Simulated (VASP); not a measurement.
# Zn (P6_3/mmc) in VASP: single point with PBE

Aim: the single point of Zn with PBE.

Everything below comes from runs of VASP 6.6.1. Logs are shortened: lines on timing, memory, paths and dates and some standing lists are left out, and cuts for length are marked.

**1. The cell of the first run**

The structure is hexagonal, space group P6_3/mmc (No. 194). The conventional cell has a = 2.665 Å, b = 2.665 Å, c = 4.947 Å, α = 90.00°, β = 90.00°, γ = 120.00°. Within 3.5 Å of Zn (site symmetry -6m2) lie 12 Zn at 2.66 to 2.91 Å.

**2. Single point, PBE**

INCAR reads:

```
PREC = Accurate ; ENCUT = 520
EDIFF = 1E-6 ; ISMEAR = -5
SIGMA = 0.1 ; LREAL = F
LASPH = T ; NELM = 100
ALGO = Normal ; ISIF = 2
LWAVE = F ; LCHARG = F
GGA = PE ; NBANDS = 19
```

KPOINTS reads:

```
regular mesh
0
Gamma
  18 18 8
```

POSCAR reads:

```
Zn
1.0
    2.6647980532      0.0000000000      0.0000000000
   -1.3323990266      2.3077828100      0.0000000000
    0.0000000000      0.0000000000      4.9467000000
Zn
2
Direct
    0.3333333333      0.6666666667      0.2500000000
    0.6666666667      0.3333333333      0.7500000000
```

Potentials or basis: VASP PAW PBE potentials, release 64 (Zn).

Run with:

```console
cat potpaw_PBE.64/Zn/POTCAR > POTCAR
mpirun -np 1 vasp_std > vasp.out
```

OUTCAR:

```text
PREC = Accurate
   ENCUT = 520
   EDIFF = 1E-6
   ISMEAR = -5
   LREAL = F
   LASPH = T
   NELM = 100
   ISIF = 2
   GGA = PE

 ion  position               nearest neighbor table
   1  0.333  0.667  0.250-   2 2.91   2 2.91   2 2.91   2 2.91   2 2.91   2 2.91
   2  0.667  0.333  0.750-   1 2.91   1 2.91   1 2.91   1 2.91   1 2.91   1 2.91

  LATTYP: Found a hexagonal cell.
 ALAT       =     2.6647980532
 C/A-ratio  =     1.8563132745

  Lattice vectors:

 A1 = (   2.6647980532,   0.0000000000,   0.0000000000)
 A2 = (  -1.3323990266,   2.3077828100,   0.0000000000)
 A3 = (   0.0000000000,   0.0000000000,   4.9467000000)

Analysis of symmetry for initial positions (statically):
=====================================================================
 Subroutine PRICEL returns:
 Original cell was already a primitive cell.

 Routine SETGRP: Setting up the symmetry group for a
 hexagonal supercell.

 Subroutine GETGRP returns: Found 24 space group operations
 (whereof 12 operations were pure point group operations)
 out of a pool of 24 trial point group operations.

The static configuration has the point symmetry D_3d.
 The point group associated with its full space group is D_6h.

Analysis of symmetry for dynamics (positions and initial velocities):
=====================================================================
 Subroutine PRICEL returns:
 Original cell was already a primitive cell.

 Routine SETGRP: Setting up the symmetry group for a
 hexagonal supercell.

 Subroutine GETGRP returns: Found 24 space group operations
 (whereof 12 operations were pure point group operations)
 out of a pool of 24 trial point group operations.

The dynamic configuration has the point symmetry D_3d.
 The point group associated with its full space group is D_6h.

 Subroutine INISYM returns: Found 24 space group operations
 (whereof 12 operations are pure point group operations),
 and found     1 'primitive' translations

----------------------------------------------------------------------------------------

                                     Primitive cell

  volume of cell :      30.4211

  direct lattice vectors                    reciprocal lattice vectors
     2.664798053  0.000000000  0.000000000     0.375262958  0.216658170  0.000000000
    -1.332399027  2.307782810  0.000000000     0.000000000  0.433316340  0.000000000
     0.000000000  0.000000000  4.946700000     0.000000000  0.000000000  0.202154972

  length of vectors
     2.664798053  2.664798053  4.946700000     0.433316340  0.433316340  0.202154972

  position of ions in fractional coordinates (direct lattice)
     0.333333333  0.666666667  0.250000000
     0.666666667  0.333333333  0.750000000

  ion indices of the primitive-cell ions
   primitive index   ion index
                 1           1
                 2           2

----------------------------------------------------------------------------------------

 KPOINTS: regular mesh

Automatic generation of k-mesh.
 Grid dimensions read from file:
 generate k-points for:   18   18    8

 Generating k-lattice:

  Cartesian coordinates                     Fractional coordinates (reciprocal lattice)
     0.020847942  0.012036565  0.000000000     0.055555556  0.000000000  0.000000000
     0.000000000  0.024073130  0.000000000     0.000000000  0.055555556  0.000000000
     0.000000000  0.000000000  0.025269372     0.000000000  0.000000000  0.125000000

  Length of vectors
     0.024073130  0.024073130  0.025269372

  Shift w.r.t. Gamma in fractional coordinates (k-lattice)
     0.000000000  0.000000000  0.000000000

 TETIRR: Found   2636 inequivalent tetrahedra from    15552

 Subroutine IBZKPT returns following result:
 ===========================================

 Found    185 irreducible k-points:

 Following reciprocal coordinates:
            Coordinates               Weight
  0.000000  0.000000  0.000000      1.000000
  0.055556 -0.000000  0.000000      6.000000
  0.111111 -0.000000  0.000000      6.000000
  0.166667 -0.000000  0.000000      6.000000
  0.222222 -0.000000  0.000000      6.000000
  0.277778 -0.000000  0.000000      6.000000
[... 16 lines left out ...]
  0.333333  0.111111  0.000000     12.000000
  0.388889  0.111111  0.000000     12.000000
 [... further k-points ...]
   k-points           NKPTS =    185   k-points in BZ     NKDIM =    185   number of bands    NBANDS=     19
   number of dos      NEDOS =    301   number of ions     NIONS =      2
   total plane-waves  NPLWV =  16000
   dimension x,y,z NGX =    20 NGY =   20 NGZ =   40
   dimension x,y,z NGXF=    40 NGYF=   40 NGZF=   80
   ions per type =               2
   NGX,Y,Z   is equivalent  to a cutoff of  12.48, 12.48, 13.44 a.u.
   NGXF,Y,Z  is equivalent  to a cutoff of  24.95, 24.95, 26.89 a.u.
 SYSTEM =  unknown system
   PREC   = accura    normal or accurate (medium, high low for compatibility)
   ISTART =      0    job   : 0-new  1-cont  2-samecut
   ICHARG =      2    charge: 1-file 2-atom 10-const
   ISPIN  =      1    spin polarized calculation?
   LNONCOLLINEAR =      F non collinear calculations
   LSORBIT =      F    spin-orbit coupling
   LASPH  =      T    aspherical Exc in radial PAW
   ENCUT  =  520.0 eV  38.22 Ry    6.18 a.u.   4.95  4.95  9.20*2*pi/ulx,y,z
   NELM   =    100;   NELMIN=  2; NELMDL= -5     # of ELM steps
   EDIFF  = 0.1E-05   stopping-criterion for ELM
   LREAL  =      F    real-space projection
   EDIFFG = 0.1E-04   stopping-criterion for IOM
   NSW    =      0    number of steps for IOM
   IBRION =     -1    ionic relax: 0-MD 1-quasi-New 2-CG
   NFREE  =      0    steps in history (QN), initial steepest desc. (CG)
   ISIF   =      2    stress and relaxation
   ISYM   =      2    0-nonsym 1-usesym 2-fastsym
   POTIM  = 0.5000    time-step for ionic-motion
   TEBEG  =    0.0;   TEEND  =   0.0 temperature during run
   PSTRESS=    0.0 pullay stress
   NELECT =      24.0000    total number of electrons
   NUPDOWN=      -1.0000    fix difference up-down
   EMIN   =  10.00;   EMAX   =-10.00  energy-range for DOS
   EFERMI =   0.00;   METHOD = LEGACY
   ISMEAR =    -5;   SIGMA  =   0.10  broadening in eV -4-tet -1-fermi 0-gaus
   EFERMI_NEDOS =   21; number of points for ismear=-14 and -15
   IALGO  =     38    algorithm
   IMIX   =      4    mixing-type and parameters
     AMIX     =   0.40;   BMIX     =  1.00
     AMIX_MAG =   1.60;   BMIX_MAG =  1.00
  volume/ion in A,a.u.               =      15.21       102.65
  Fermi-wavevector in a.u.,A,eV,Ry     =   1.512703  2.858594 31.133805  2.288270
  Thomas-Fermi vector in A             =   2.622592
   LORBIT       =      0    0 simple, 1 ext, 2 COOP (PROOUT), +10 PAW based schemes
   GGA     = PE    functional components
   LHFCALC =     F    Hartree Fock is set to
   AEXX    =    0.0000 exact exchange contribution
   IVDW    =     0    specifies the selected vdW correction
   LEPSILON=     F    determine dielectric tensor
   LRPA    =     F    only Hartree local field effects (RPA)
 non-spin polarized calculation
 Fermi weights with tetrahedron method with Bloechl corrections
  energy-cutoff  :      520.00
  volume of cell :       30.42
 maximum number of plane-waves:       855
 NGX is ok and might be reduce to    20
   NGX =  9   NGY =  9   NGZ = 19

 number of electron      24.0000012 magnetization

 Free energy of the ion-electron system (eV)
  ---------------------------------------------------
  ext. energy  EPLUGINS =         0.00000000
  ---------------------------------------------------
  free energy    TOTEN  =        -2.21436201 eV

  energy without entropy =       -2.21436201  energy(sigma->0) =       -2.21436201

 E-fermi :   3.1059     XC(G=0): -11.5510

 val. band max:        3.4393087101   @ k =   0.3333   0.3333   0.2500
 cond. band min:       3.0020214937   @ k =   0.2778   0.0556   0.0000
 fundamental gap:     -0.4372872163
 Fermi energy:         3.1058942194

 k-point     1 :       0.0000    0.0000    0.0000
  band No.  band energies     occupation
      1      -7.2880      2.00000
      2      -5.4954      2.00000
      3      -4.8042      2.00000
      4      -4.5695      2.00000
      5      -4.5695      2.00000
      6      -4.5196      2.00000
[... 11 lines left out ...]
     18      22.1838      0.00000
     19      22.1843      0.00000

 k-point     2 :       0.0556   -0.0000    0.0000
  band No.  band energies     occupation
      1      -7.1963      2.00000
      2      -5.4555      2.00000
      3      -4.7947      2.00000
      4      -4.5787      2.00000
      5      -4.5480      2.00000
      6      -4.5296      2.00000
[... 11 lines left out ...]
     18      21.3456      0.00000
     19      23.0323      0.00000

 k-point     3 :       0.1111   -0.0000    0.0000
  band No.  band energies     occupation
      1      -6.9248      2.00000
      2      -5.3466      2.00000
      3      -4.7726      2.00000
      4      -4.5996      2.00000
      5      -4.5501      2.00000
      6      -4.4855      2.00000
[... 11 lines left out ...]
     18      20.6975      0.00000
     19      22.2337      0.00000

 k-point     4 :       0.1667   -0.0000    0.0000
  band No.  band energies     occupation
      1      -6.4879      2.00000
      2      -5.2059      2.00000
      3      -4.7542      2.00000
      4      -4.6268      2.00000
      5      -4.5318      2.00000
      6      -4.4343      2.00000
[... 407 lines left out ...]
     18      16.8739      0.00000
     19      18.0819      0.00000

 k-point    23 :       0.3333    0.1111    0.0000
  band No.  band energies     occupation
      1      -5.1534      2.00000
      2      -5.0703      2.00000
      3      -4.9715      2.00000
      4      -4.5559      2.00000
      5      -4.4799      2.00000
      6      -4.4184      2.00000
[... 11 lines left out ...]
     18      16.3922      0.00000
     19      17.6933      0.00000

 k-point    24 :       0.3889    0.1111    0.0000
  band No.  band energies     occupation
      1      -5.1932      2.00000
      2      -5.0945      2.00000
      3      -5.0187      2.00000
      4      -4.5718      2.00000
      5      -4.4555      2.00000
      6      -4.4316      2.00000
[... 11 lines left out ...]
     18      16.0955      0.00000
     19      17.4545      0.00000

 [... further k-points ...]

------------------------ aborting loop because EDIFF is reached ----------------------------------------

  FORCE on cell =-STRESS in cart. coord.  units (eV):
  Direction    XX          YY          ZZ          XY          YZ          ZX
  --------------------------------------------------------------------------------------
  -------------------------------------------------------------------------------------
  Total       -0.0651684     -0.0651684      0.1231465     -0.0000000      0.0000000     -0.0000000
  in kB       -3.4322002     -3.4322002      6.4857164     -0.0000000      0.0000000     -0.0000000
  external PRESSURE =      -0.1262280 kB  Pullay stress =       0.0000000 kB

 VOLUME and BASIS-vectors are now :
 -----------------------------------------------------------------------------
  energy-cutoff  :      520.00
  volume of cell :       30.42
      direct lattice vectors                 reciprocal lattice vectors
     2.664798053  0.000000000  0.000000000     0.375262958  0.216658170  0.000000000
    -1.332399027  2.307782810  0.000000000     0.000000000  0.433316340  0.000000000
     0.000000000  0.000000000  4.946700000     0.000000000  0.000000000  0.202154972

 POSITION                                       TOTAL-FORCE (eV/Angst)
 -----------------------------------------------------------------------------------
     -0.00000      1.53852      1.23667         0.000000     -0.000000      0.000000
      1.33240      0.76926      3.71002        -0.000000      0.000000      0.000000
 -----------------------------------------------------------------------------------
    total drift:                               -0.000000      0.000000      0.000000

  FREE ENERGIE OF THE ION-ELECTRON SYSTEM (eV)
  ---------------------------------------------------
  free  energy   TOTEN  =        -2.2143620053 eV

  energy  without entropy=       -2.2143620053  energy(sigma->0) =       -2.21436201
```

Run time: 96 s. Hardware: 1 thread of Intel Xeon 8259CL, shared host; peak memory 0.22 GiB.

Results:

```yaml
Free_energy: -2.2144 eV
Pressure: 0.0 GPa
Band_gap_on_the_k_mesh: zero (bands 12 and 13 overlap by 4.66 eV)
```

Caveat: tetrahedron occupations give inexact forces and stress in metals.
